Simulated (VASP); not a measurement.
# SnO in VASP: notebook, part 2 of 2

VASP 6.6.1.

## 4. Electric field gradients, PBE (volume scaled by 1.04)

INCAR reads:

```
PREC = Accurate
ENCUT = 520
EDIFF = 1E-8
ISMEAR = -1
SIGMA = 0.01
LREAL = False
LASPH = True
NELM = 100
ALGO = Normal
ISIF = 2
LWAVE = False
LCHARG = False
GGA = PE
LEFG = True
NBANDS = 28
```

KPOINTS reads:

```
regular mesh
0
Gamma
  8 8 6
```

POSCAR reads:

```
SnO
1.0
    3.8520320533      0.0000000000      0.0000000000
    0.0000000000      3.8520320533      0.0000000000
    0.0000000000      0.0000000000      4.8996388769
Sn O
2 2
Direct
    0.0000000000      0.5000000000      0.2385000000
    0.5000000000      0.0000000000      0.7615000000
    0.0000000000      0.0000000000      0.0000000000
    0.5000000000      0.5000000000      0.0000000000
```

Potentials or basis: VASP PAW PBE potentials, release 64 (Sn_d, O).

Started as:

```sh
$ cat potpaw_PBE.64/Sn_d/POTCAR potpaw_PBE.64/O/POTCAR > POTCAR
$ mpirun -np 1 vasp_std > vasp.out
```

OUTCAR:

```text
PREC = Accurate
   ENCUT = 520
   EDIFF = 1E-8
   ISMEAR = -1
   LREAL = False
   LASPH = True
   NELM = 100
   ISIF = 2
   GGA = PE

 ion  position               nearest neighbor table
   1  0.000  0.500  0.239-   3 2.25   4 2.25   3 2.25   4 2.25   2 3.59   2 3.59   2 3.59   2 3.59
                             2 3.74   2 3.74   2 3.74   2 3.74
   2  0.500  0.000  0.761-   3 2.25   4 2.25   4 2.25   3 2.25   1 3.59   1 3.59   1 3.59   1 3.59
                             1 3.74   1 3.74   1 3.74   1 3.74
   3  0.000  0.000  0.000-   1 2.25   2 2.25   1 2.25   2 2.25
   4  0.500  0.500  0.000-   1 2.25   2 2.25   2 2.25   1 2.25

  LATTYP: Found a simple tetragonal cell.
 ALAT       =     3.8520320533
 C/A-ratio  =     1.2719621252

  Lattice vectors:

 A1 = (   3.8520320533,   0.0000000000,   0.0000000000)
 A2 = (   0.0000000000,   3.8520320533,   0.0000000000)
 A3 = (   0.0000000000,   0.0000000000,   4.8996388769)

Analysis of symmetry for initial positions (statically):
=====================================================================
 Subroutine PRICEL returns:
 Original cell was already a primitive cell.

 Routine SETGRP: Setting up the symmetry group for a
 simple tetragonal supercell.

 Subroutine GETGRP returns: Found 16 space group operations
 (whereof  8 operations were pure point group operations)
 out of a pool of 16 trial point group operations.

The static configuration has the point symmetry D_2d.
 The point group associated with its full space group is D_4h.

Analysis of symmetry for dynamics (positions and initial velocities):
=====================================================================
 Subroutine PRICEL returns:
 Original cell was already a primitive cell.
[... 909 lines left out ...]
     27      15.2123      0.00000
     28      15.2123      0.00000

 [... further k-points ...]
[... 5 lines left out ...]
  --------------------------------------------------------------------------------------
  -------------------------------------------------------------------------------------
  Total        0.3539136      0.3539136      0.1963158      0.0000000      0.0000000      0.0000000
  in kB        7.7994490      7.7994490      4.3263532      0.0000000      0.0000000      0.0000000
  external PRESSURE =       6.6417504 kB  Pullay stress =       0.0000000 kB

 VOLUME and BASIS-vectors are now :
 -----------------------------------------------------------------------------
  energy-cutoff  :      520.00
  volume of cell :       72.70
      direct lattice vectors                 reciprocal lattice vectors
     3.852032053  0.000000000  0.000000000     0.259603240  0.000000000  0.000000000
     0.000000000  3.852032053  0.000000000     0.000000000  0.259603240  0.000000000
     0.000000000  0.000000000  4.899638877     0.000000000  0.000000000  0.204096674

 POSITION                                       TOTAL-FORCE (eV/Angst)
 -----------------------------------------------------------------------------------
      0.00000      1.92602      1.16856         0.000000      0.000000     -0.102184
      1.92602      0.00000      3.73108        -0.000000      0.000000      0.102184
      0.00000      0.00000      0.00000         0.000000     -0.000000      0.000000
      1.92602      1.92602      0.00000         0.000000      0.000000      0.000000
 -----------------------------------------------------------------------------------
    total drift:                                0.000000      0.000000     -0.000000

  FREE ENERGIE OF THE ION-ELECTRON SYSTEM (eV)
  ---------------------------------------------------
  free  energy   TOTEN  =       -22.7156289563 eV

  energy  without entropy=      -22.7156286147  energy(sigma->0) =      -22.71562879

 Electric field gradients (V/A^2)
---------------------------------------------------------------------
 ion       V_xx      V_yy      V_zz      V_xy      V_xz      V_yz
---------------------------------------------------------------------
   1      80.088    80.088  -160.176     0.000     0.000    -0.000
   2      80.088    80.088  -160.176     0.000     0.000    -0.000
   3      -0.942    -0.942     1.883    -0.000     0.000     0.000
   4      -0.942    -0.942     1.883    -0.000     0.000    -0.000
---------------------------------------------------------------------

 Electric field gradients after diagonalization (V/A^2)
 (convention: |V_zz| > |V_xx| > |V_yy|)
----------------------------------------------------------------------
 ion       V_xx      V_yy      V_zz     asymmetry (V_yy - V_xx)/ V_zz
----------------------------------------------------------------------
   1      80.088    80.088  -160.176       0.000
   2      80.088    80.088  -160.176       0.000
   3      -0.942    -0.942     1.883       0.000
   4      -0.942    -0.942     1.883       0.000
----------------------------------------------------------------------

           NMR quadrupolar parameters

 Cq : quadrupolar parameter    Cq=e*Q*V_zz/h
 eta: asymmetry parameters     (V_yy - V_xx)/ V_zz
 Q  : nuclear electric quadrupole moment in mb (millibarn)
----------------------------------------------------------------------
 ion       Cq(MHz)       eta       Q (mb)
----------------------------------------------------------------------
   1      -0.387       0.000       1.000
   2      -0.387       0.000       1.000
   3       0.005       0.000       1.000
   4       0.005       0.000       1.000
----------------------------------------------------------------------
```

stdout:

```text
POSCAR found type information on POSCAR SnO
 POSCAR found :  2 types and       4 ions
 scaLAPACK will be used
 LDA part: xc-table for (Slater+PW92), standard interpolation
 POSCAR, INCAR and KPOINTS ok, starting setup
 FFT: planning ... GRIDC
 FFT: planning ... GRID_SOFT
 FFT: planning ... GRID
 WAVECAR not read
 entering main loop
ion   1

ion   2

ion   3

ion   4
```

Wall time 3.5 min (1 thread of AMD EPYC 7R13, shared host); peak memory 0.21 GiB.

Results:

- Free energy: -22.7156 eV
- Pressure: 0.7 GPa
- Largest force: 0.102 eV/Å
- Band gap on the k mesh: 0.17 eV, indirect (least direct gap 2.01 eV)

Forces on the atoms (eV/Å):
```
Sn   0.000  0.000 -0.102
Sn   0.000  0.000  0.102
O    0.000  0.000  0.000
O    0.000  0.000  0.000
```

Electric field gradients, principal values (V/Å²):
```tsv
atom	least	middle	greatest (by size)
1 Sn	80.088	80.088	-160.176
2 Sn	80.088	80.088	-160.176
3 O	-0.942	-0.942	1.883
4 O	-0.942	-0.942	1.883
```

Caveat: without QUAD_EFG the Cq values of the log hold for a quadrupole moment of 1 mb, not for the nuclei; spin-orbit coupling is left out, which moves the levels of the heavy elements. A k mesh can miss the band edges.

## 5. Overview

| cell | gap on the mesh (eV) | pressure (GPa) | largest force (eV/Å) |
| --- | --- | --- | --- |
| a = 3.802, b = 3.802, c = 4.836 Å, angles 88.8°, 4 atoms | 0.02 | 4.6 | 0.48 |
| a = 3.802, b = 3.802, c = 4.836 Å, angles 90.6°, 4 atoms | 0.02 | 4.5 | 0.45 |
| a = 3.852, b = 3.852, c = 4.900 Å, 4 atoms | 0.17 | 0.7 | 0.10 |

Alike in all rows: task electric field gradients; level PBE; potentials or basis VASP PAW PBE potentials, release 64 (Sn_d, O); no spin polarisation; k mesh 8 × 8 × 6; cutoff (eV) 520; smearing fermi-dirac 0.01 eV.

Caveats: spin-orbit coupling is left out, which moves the levels of the heavy elements.

Total energies depend on the potentials used, so only differences within one code and one set of settings carry meaning.
